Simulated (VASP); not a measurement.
# NdHf in VASP: notebook

NdHf is run at these levels: PBE; tasks: relaxation of cell and atoms.

Everything below comes from runs of VASP 6.6.1. Logs are shortened: lines on timing, memory, paths and dates and some standing lists are left out, and cuts for length are marked.

## 1. The cell of the first run

It takes space group P6/mmm (No. 191, hexagonal). The conventional cell has a = 3.316 Å, b = 3.316 Å, c = 6.143 Å, α = 90.00°, β = 90.00°, γ = 120.00°. Within 4.0 Å of Nd (site symmetry 6/mmm) lie 2 Hf at 3.07 Å and 6 Nd at 3.32 Å. Within 4.0 Å of Hf (site symmetry 6/mmm) lie 2 Nd at 3.07 Å and 6 Hf at 3.32 Å.

The cell was generated, and may not be a known phase.

## 2. Relaxation of cell and atoms, PBE

Input file INCAR:

```
PREC = Accurate ; ENCUT = 500
EDIFF = 1E-7 ; ISMEAR = 0
SIGMA = 0.2 ; LREAL = False
LASPH = True ; NELM = 200
ALGO = Normal ; ISIF = 3
LWAVE = False ; LCHARG = False
GGA = PE ; IBRION = 2
NSW = 36 ; EDIFFG = -0.08
GGA_COMPAT = False ; NELMIN = 4
LMAXMIX = 6
```

Input file KPOINTS:

```
regular mesh
0
Gamma
  7 7 3
```

Input file POSCAR:

```
NdHf
1.0
    3.3162550800      0.0000000000      0.0000000000
   -1.6581275400      2.8719611500      0.0000000000
    0.0000000000      0.0000000000      6.1428144400
Nd Hf
1 1
Direct
    0.0000000000      0.0000000000      0.0000000000
    0.0000000000      0.0000000000      0.5000000000
```

Potentials or basis: VASP PAW PBE potentials, release 64 (Nd_3, Hf_pv), 4f in core.

Launch:

```
$ cat potpaw_PBE.64/Nd_3/POTCAR potpaw_PBE.64/Hf_pv/POTCAR > POTCAR
$ mpirun -np 1 vasp_std > vasp.out
```

OUTCAR:

```text
PREC = Accurate
   ENCUT = 500
   EDIFF = 1E-7
   ISMEAR = 0
   LREAL = False
   LASPH = True
   NELM = 200
   ISIF = 3
   GGA = PE
   IBRION = 2
   NSW = 36
   EDIFFG = -0.08
   NELMIN = 4

 ion  position               nearest neighbor table
   1  0.000  0.000  0.000-   2 3.07   2 3.07
   2  0.000  0.000  0.500-   1 3.07   1 3.07

  LATTYP: Found a hexagonal cell.
 ALAT       =     3.3162550800
 C/A-ratio  =     1.8523347245

  Lattice vectors:

 A1 = (   3.3162550800,   0.0000000000,   0.0000000000)
 A2 = (  -1.6581275400,   2.8719611500,   0.0000000000)
 A3 = (   0.0000000000,   0.0000000000,   6.1428144400)

Analysis of symmetry for initial positions (statically):
=====================================================================
 Subroutine PRICEL returns:
 Original cell was already a primitive cell.

 Routine SETGRP: Setting up the symmetry group for a
 hexagonal supercell.

 Subroutine GETGRP returns: Found 24 space group operations
 (whereof 24 operations were pure point group operations)
 out of a pool of 24 trial point group operations.

The static configuration has the point symmetry D_6h.

Analysis of symmetry for dynamics (positions and initial velocities):
=====================================================================
 Subroutine PRICEL returns:
 Original cell was already a primitive cell.

 Routine SETGRP: Setting up the symmetry group for a
 hexagonal supercell.

 Subroutine GETGRP returns: Found 24 space group operations
 (whereof 24 operations were pure point group operations)
 out of a pool of 24 trial point group operations.

The dynamic configuration has the point symmetry D_6h.

 Subroutine INISYM returns: Found 24 space group operations
 (whereof 24 operations are pure point group operations),
 and found     1 'primitive' translations

----------------------------------------------------------------------------------------

                                     Primitive cell

  volume of cell :      58.5051

  direct lattice vectors                    reciprocal lattice vectors
     3.316255080  0.000000000  0.000000000     0.301544958  0.174097063  0.000000000
    -1.658127540  2.871961150  0.000000000     0.000000000  0.348194125  0.000000000
     0.000000000  0.000000000  6.142814440     0.000000000  0.000000000  0.162791829

  length of vectors
     3.316255080  3.316255085  6.142814440     0.348194126  0.348194125  0.162791829

  position of ions in fractional coordinates (direct lattice)
     0.000000000  0.000000000  0.000000000
     0.000000000  0.000000000  0.500000000

  ion indices of the primitive-cell ions
   primitive index   ion index
                 1           1
                 2           2

----------------------------------------------------------------------------------------

 KPOINTS: regular mesh

Automatic generation of k-mesh.
 Grid dimensions read from file:
 generate k-points for:    7    7    3

 Generating k-lattice:

  Cartesian coordinates                     Fractional coordinates (reciprocal lattice)
     0.043077851  0.024871009  0.000000000     0.142857143 -0.000000000  0.000000000
     0.000000000  0.049742018  0.000000000     0.000000000  0.142857143  0.000000000
     0.000000000  0.000000000  0.054263943     0.000000000  0.000000000  0.333333333

  Length of vectors
     0.049742018  0.049742018  0.054263943

  Shift w.r.t. Gamma in fractional coordinates (k-lattice)
     0.000000000  0.000000000  0.000000000

 Subroutine IBZKPT returns following result:
 ===========================================

 Found     16 irreducible k-points:

 Following reciprocal coordinates:
            Coordinates               Weight
  0.000000  0.000000  0.000000      1.000000
  0.142857  0.000000  0.000000      6.000000
  0.285714 -0.000000  0.000000      6.000000
  0.428571  0.000000  0.000000      6.000000
  0.142857  0.142857  0.000000      6.000000
  0.285714  0.142857  0.000000     12.000000
[... 8 lines left out ...]
  0.428571  0.142857  0.333333     12.000000
  0.285714  0.285714  0.333333     12.000000
   k-points           NKPTS =     16   k-points in BZ     NKDIM =     16   number of bands    NBANDS=     14
   number of dos      NEDOS =    301   number of ions     NIONS =      2
   total plane-waves  NPLWV =  27648
   dimension x,y,z NGX =    24 NGY =   24 NGZ =   48
   dimension x,y,z NGXF=    48 NGYF=   48 NGZF=   96
   ions per type =               1   1
   NGX,Y,Z   is equivalent  to a cutoff of  12.03, 12.03, 12.99 a.u.
   NGXF,Y,Z  is equivalent  to a cutoff of  24.06, 24.06, 25.98 a.u.
 SYSTEM =  unknown system
   PREC   = accura    normal or accurate (medium, high low for compatibility)
   ISTART =      0    job   : 0-new  1-cont  2-samecut
   ICHARG =      2    charge: 1-file 2-atom 10-const
   ISPIN  =      1    spin polarized calculation?
   LNONCOLLINEAR =      F non collinear calculations
   LSORBIT =      F    spin-orbit coupling
   LASPH  =      T    aspherical Exc in radial PAW
   ENCUT  =  500.0 eV  36.75 Ry    6.06 a.u.   6.05  6.05 11.20*2*pi/ulx,y,z
   NELM   =    200;   NELMIN=  4; NELMDL= -5     # of ELM steps
   EDIFF  = 0.1E-06   stopping-criterion for ELM
   LREAL  =      F    real-space projection
   EDIFFG = -.8E-01   stopping-criterion for IOM
   NSW    =     36    number of steps for IOM
   IBRION =      2    ionic relax: 0-MD 1-quasi-New 2-CG
   NFREE  =      1    steps in history (QN), initial steepest desc. (CG)
   ISIF   =      3    stress and relaxation
   ISYM   =      2    0-nonsym 1-usesym 2-fastsym
   POTIM  = 0.5000    time-step for ionic-motion
   TEBEG  =    0.0;   TEEND  =   0.0 temperature during run
   PSTRESS=    0.0 pullay stress
   NELECT =      21.0000    total number of electrons
   NUPDOWN=      -1.0000    fix difference up-down
   EMIN   =  10.00;   EMAX   =-10.00  energy-range for DOS
   EFERMI =   0.00;   METHOD = LEGACY
   ISMEAR =     0;   SIGMA  =   0.20  broadening in eV -4-tet -1-fermi 0-gaus
   EFERMI_NEDOS =   21; number of points for ismear=-14 and -15
   IALGO  =     38    algorithm
   IMIX   =      4    mixing-type and parameters
     AMIX     =   0.40;   BMIX     =  1.00
     AMIX_MAG =   1.60;   BMIX_MAG =  1.00
  volume/ion in A,a.u.               =      29.25       197.41
  Fermi-wavevector in a.u.,A,eV,Ry     =   1.163456  2.198613 18.417253  1.353630
  Thomas-Fermi vector in A             =   2.300006
   LORBIT       =      0    0 simple, 1 ext, 2 COOP (PROOUT), +10 PAW based schemes
   GGA     = PE    functional components
   LHFCALC =     F    Hartree Fock is set to
   AEXX    =    0.0000 exact exchange contribution
   IVDW    =     0    specifies the selected vdW correction
   LEPSILON=     F    determine dielectric tensor
   LRPA    =     F    only Hartree local field effects (RPA)
 conjugate gradient relaxation of ions
 non-spin polarized calculation
 Gauss-broadening in eV      SIGMA  =   0.20
  energy-cutoff  :      500.00
  volume of cell :       58.51
 maximum number of plane-waves:      1502
   NGX = 13   NGY = 13   NGZ = 23

--------------------------------------- Ionic step        1  -------------------------------------------

 number of electron      20.9999999 magnetization

 Free energy of the ion-electron system (eV)
  ---------------------------------------------------
  ext. energy  EPLUGINS =         0.00000000
  ---------------------------------------------------
  free energy    TOTEN  =       -13.33359475 eV

  energy without entropy =      -13.27475811  energy(sigma->0) =      -13.30417643

------------------------ aborting loop because EDIFF is reached ----------------------------------------

  FORCE on cell =-STRESS in cart. coord.  units (eV):
  Direction    XX          YY          ZZ          XY          YZ          ZX
  --------------------------------------------------------------------------------------
  -------------------------------------------------------------------------------------
  Total       -2.2358565     -2.2358566      1.1410519      0.0000000     -0.0000000      0.0000000
  in kB      -61.2294886    -61.2294889     31.2479912      0.0000000     -0.0000000      0.0000000
  external PRESSURE =     -30.4036621 kB  Pullay stress =       0.0000000 kB

 VOLUME and BASIS-vectors are now :
 -----------------------------------------------------------------------------
  energy-cutoff  :      500.00
  volume of cell :       58.51
      direct lattice vectors                 reciprocal lattice vectors
     3.316255080  0.000000000  0.000000000     0.301544958  0.174097063  0.000000000
    -1.658127540  2.871961150  0.000000000     0.000000000  0.348194125  0.000000000
     0.000000000  0.000000000  6.142814440     0.000000000  0.000000000  0.162791829

 POSITION                                       TOTAL-FORCE (eV/Angst)
 -----------------------------------------------------------------------------------
      0.00000      0.00000      0.00000        -0.000000      0.000000      0.000000
      0.00000      0.00000      3.07141         0.000000      0.000000      0.000000
 -----------------------------------------------------------------------------------
    total drift:                                0.000000      0.000000      0.000000

  FREE ENERGIE OF THE ION-ELECTRON SYSTEM (eV)
  ---------------------------------------------------
  free  energy   TOTEN  =       -13.3335947509 eV
[... 89 lines left out ...]
 VOLUME and BASIS-vectors are now :
 -----------------------------------------------------------------------------
  energy-cutoff  :      500.00
  volume of cell :       54.89
      direct lattice vectors                 reciprocal lattice vectors
     3.178829956  0.000000000  0.000000000     0.314581155  0.181623514  0.000000000
    -1.589414978  2.752947501 -0.000000000    -0.000000000  0.363247029  0.000000000
     0.000000000 -0.000000000  6.272725785    -0.000000000  0.000000000  0.159420328

 POSITION                                       TOTAL-FORCE (eV/Angst)
 -----------------------------------------------------------------------------------
      0.00000      0.00000      0.00000        -0.000000      0.000000      0.000000
      0.00000     -0.00000      3.13636         0.000000     -0.000000      0.000000
 -----------------------------------------------------------------------------------
    total drift:                                0.000000      0.000000      0.000000

  FREE ENERGIE OF THE ION-ELECTRON SYSTEM (eV)
  ---------------------------------------------------
  free  energy   TOTEN  =       -13.4509389778 eV

  energy  without entropy=      -13.4123348649  energy(sigma->0) =      -13.43163692

--------------------------------------- Ionic step        5  -------------------------------------------

 number of electron      21.0000000 magnetization

 Free energy of the ion-electron system (eV)
  ---------------------------------------------------
  ext. energy  EPLUGINS =         0.00000000
  ---------------------------------------------------
  free energy    TOTEN  =       -13.45204317 eV

  energy without entropy =      -13.41273742  energy(sigma->0) =      -13.43239029

 E-fermi :   3.8364     XC(G=0): -10.4735

 val. band max:        3.7343773840   @ k =   0.4286   0.1429   0.0000
 cond. band min:       3.9280977786   @ k =   0.2857   0.1429   0.0000
 fundamental gap:      0.1937203946
 Fermi energy:         3.8363694181

 k-point     1 :       0.0000    0.0000    0.0000
  band No.  band energies     occupation
      1     -33.7368      2.00000
      2     -27.1029      2.00000
      3     -26.5961      2.00000
      4     -26.5961      2.00000
      5     -14.9795      2.00000
      6     -13.5592      2.00000
      7     -13.5592      2.00000
      8      -1.7030      2.00000
      9       2.1956      2.00000
     10       2.6076      2.00000
     11       4.4808      0.00001
     12       5.5044      0.00000
     13       5.5044      0.00000
     14       6.3902      0.00000

 k-point     2 :       0.1429    0.0000    0.0000
  band No.  band energies     occupation
      1     -33.6629      2.00000
      2     -27.0878      2.00000
      3     -26.7050      2.00000
      4     -26.6214      2.00000
      5     -14.8963      2.00000
      6     -14.1046      2.00000
      7     -13.6769      2.00000
      8      -1.1031      2.00000
      9       2.8140      2.00000
     10       3.1723      2.00000
     11       3.6460      1.82181
     12       4.8413      0.00000
     13       5.7638      0.00000
     14       6.0961      0.00000
[... 249 lines left out ...]
 VOLUME and BASIS-vectors are now :
 -----------------------------------------------------------------------------
  energy-cutoff  :      500.00
  volume of cell :       55.45
      direct lattice vectors                 reciprocal lattice vectors
     3.183010421  0.000000000  0.000000000     0.314167994  0.181384976  0.000000000
    -1.591505211  2.756567890 -0.000000000    -0.000000000  0.362769952  0.000000000
     0.000000000 -0.000000000  6.319545540    -0.000000000  0.000000000  0.158239227

 POSITION                                       TOTAL-FORCE (eV/Angst)
 -----------------------------------------------------------------------------------
     -0.00000      0.00000      0.00000         0.000000      0.000000      0.000000
     -1.59151      2.75657      3.15977        -0.000000     -0.000000      0.000000
 -----------------------------------------------------------------------------------
    total drift:                               -0.000000      0.000000      0.000000

  FREE ENERGIE OF THE ION-ELECTRON SYSTEM (eV)
  ---------------------------------------------------
  free  energy   TOTEN  =       -13.4520431722 eV

  energy  without entropy=      -13.4127374172  energy(sigma->0) =      -13.43239029

 reached required accuracy - stopping structural energy minimisation
```

Wall time 24 s (1 thread of Intel Xeon 6975P-C (Granite Rapids), shared host); peak memory 0.18 GiB.

What came out:

| Item | Value |
| --- | --- |
| Free energy | -13.4520 eV |
| Relaxed volume | 27.72 Å³/atom |
| Relaxed cell | a = 3.183 Å, b = 3.183 Å, c = 6.320 Å, α = 90.00°, β = 90.00°, γ = 120.00° |
| Space group after relaxing (to 0.1 Å) | P6/mmm (No. 191) |
| Energy gained by relaxing | 59.2 meV/atom |
| Ionic steps | 5 |
| Pressure after relaxing | -0.1 GPa |
| Band gap on the k mesh | zero (an odd number of electrons rules out a gap without spin polarisation) |

The path:
```
step  energy change (eV)  largest force (eV/Å)  pressure (GPa)  volume (Å³)
   1              0.0000                0.0000           -3.04        58.51
   2             -0.1058                0.0000            1.96        53.81
   3             -0.1174                0.0000            0.50        54.82
   4             -0.1173                0.0000            0.40        54.89
   5             -0.1184                0.0000           -0.14        55.45
```

Final structure:
```yaml
crystal:
  lattice:
    - [3.18301, 0.00000, 0.00000]
    - [-1.59151, 2.75657, 0.00000]
    - [0.00000, 0.00000, 6.31955]
  atoms:
    - { symbol: Nd, position: [0.00000, 0.00000, 0.00000] }
    - { symbol: Hf, position: [0.00000, 0.00000, 0.50000] }
```

Levels at points of the mesh, in eV from the Fermi level:
| k point | band 9 | band 10 | band 11 | band 12 | band 13 | band 14 |
| --- | --- | --- | --- | --- | --- | --- |
| (0.00, 0.00, 0.00) | -1.64 | -1.23 | 0.64 | 1.67 | 1.67 | 2.55 |

Caveat: spin-orbit coupling is left out, which moves the levels of the heavy elements; the 4f electrons are frozen in the core, so they carry no moment and show no levels.

## 3. Relaxation of cell and atoms, PBE

This run uses another cell than the first one, of 27.48 Å³/atom.

Input file INCAR:

```
ALGO = Normal
EDIFF = 1E-7
EDIFFG = -0.08
ENCUT = 500
GGA = PE
GGA_COMPAT = F
IBRION = 2
ISIF = 3
ISMEAR = 0
LASPH = T
LCHARG = F
LMAXMIX = 6
LREAL = F
LWAVE = F
NELM = 200
NELMIN = 4
NSW = 36
PREC = Accurate
SIGMA = 0.2
```

Input file KPOINTS:

```
k-points
0
Gamma
  7 7 4
```

Input file POSCAR:

```
NdHf
1.0
    3.3771239300      0.0000000000      0.0000000000
   -1.6885619600      2.9246751100      0.0000000000
    0.0000000000      0.0000000000      5.5642825100
Nd Hf
1 1
Direct
    0.0000000000      0.0000000000      0.8389571500
    0.0000000000      0.0000000000      0.3171188400
```

Potentials or basis: VASP PAW PBE potentials, release 64 (Nd_3, Hf_pv), 4f in core.

Launch:

```
$ cat potpaw_PBE.64/Nd_3/POTCAR potpaw_PBE.64/Hf_pv/POTCAR > POTCAR
$ mpirun -np 1 vasp_std > vasp.out
```

Run time: 62 s. Hardware: 1 thread of Intel Xeon 6975P-C (Granite Rapids), shared host; peak memory 0.19 GiB.

The run converged. Its results:

- Free energy: -13.4455 eV
- Relaxed volume: 27.69 Å³/atom
- Relaxed cell: a = 3.177 Å, b = 3.177 Å, c = 6.336 Å, α = 90.00°, β = 90.00°, γ = 120.00°
- Space group after relaxing (to 0.1 Å): P6/mmm (No. 191)
- Energy gained by relaxing: 314.8 meV/atom
- Ionic steps: 7
- Pressure after relaxing: -0.1 GPa
- Largest force after relaxing: 0.028 eV/Å
- Band gap on the k mesh: zero (an odd number of electrons rules out a gap without spin polarisation)

Forces on the atoms (eV/Å):
```
Nd   0.000  0.000  0.028
Hf   0.000  0.000 -0.028
```

Stress tensor (GPa, compression positive):
```
-0.01  0.00  0.00
 0.00 -0.01  0.00
 0.00  0.00 -0.15
```

The path:
```tsv
step	energy change (eV)	largest force (eV/Å)	pressure (GPa)	volume (Å³)
1	0.0000	1.4968	3.43	54.96
2	-0.5908	0.1039	-2.87	58.87
3	-0.5973	0.0108	-2.92	58.31
4	-0.5983	0.0300	-2.94	58.41
5	-0.6170	0.0549	1.47	54.34
6	-0.6273	0.0455	-0.33	55.79
7	-0.6296	0.0284	-0.06	55.38
```

Final structure:
```
CELL_PARAMETERS angstrom
3.17709 0.00000 0.00000
-1.58854 2.75144 0.00000
0.00000 0.00000 6.33574
ATOMIC_POSITIONS crystal
Nd 0.00000 0.00000 0.82760
Hf 0.00000 0.00000 0.32848
```

Levels at points of the mesh, in eV from the Fermi level:
```tsv
k point	band 6	band 7	band 8	band 9	band 10	band 11	band 12	band 13	band 14
(0.00, 0.00, 0.00)	-17.40	-17.40	-5.61	-1.69	-1.28	0.56	1.62	1.62	2.52
(0.00, 0.00, 0.50)	-17.40	-17.40	-5.02	-2.54	-0.57	0.33	1.72	1.72	2.39
```

Caveat: spin-orbit coupling is left out, which moves the levels of the heavy elements; the 4f electrons are frozen in the core, so they carry no moment and show no levels.

(Part 1 of 2 ends here.)

The gap in the log of VASP goes by the Fermi energy; the results here count the filled bands.